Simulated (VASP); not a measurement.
Ni: single point with PBE

Ni:

```
Ni
1.0
     0.00000    1.75931    1.75931
     1.75931    0.00000    1.75931
     1.75931    1.75931    0.00000
Ni
1
Direct
  0.00000 0.00000 0.00000
```

| Property | Result |
| --- | --- |
| Program | VASP 6.6.1 |
| Task | single point |
| Functional | PBE |
| Potentials or basis | VASP PAW PBE potentials, release 64 (Ni) |
| Cutoff | 520 eV |
| k mesh | 22 × 22 × 22 |
| Occupations | gaussian, width 0.05 eV |
| Spin | no spin polarisation |

```json
{
 "Pressure": "-1.1 GPa",
 "Band gap on the k mesh": "zero (bands 5 and 6 overlap by 0.96 eV)"
}
```

Levels at points of the mesh, in eV from the Fermi level:
| k point | band 2 | band 3 | band 4 | band 5 | band 6 | band 7 | band 8 | band 9 |
| --- | --- | --- | --- | --- | --- | --- | --- | --- |
| (0.00, 0.00, 0.00) | -1.83 | -1.83 | -1.83 | -0.73 | -0.73 | 23.84 | 27.77 | 27.77 |
| (0.50, 0.00, 0.00) | -1.87 | -1.87 | -0.11 | 0.00 | 0.00 | 6.08 | 22.34 | 24.91 |
| (0.50, 0.50, 0.00) | -3.66 | -0.01 | 0.18 | 0.18 | 2.64 | 9.55 | 15.03 | 15.03 |

Wall time 46 s on 1 thread of Intel Xeon 8259CL, on a shared host, peak memory 0.16 GiB.

Caveat: the run has no spin polarisation, though such a crystal can be magnetic. Spin polarisation is off, so any magnetic state and its effect on volume and gap are missing.
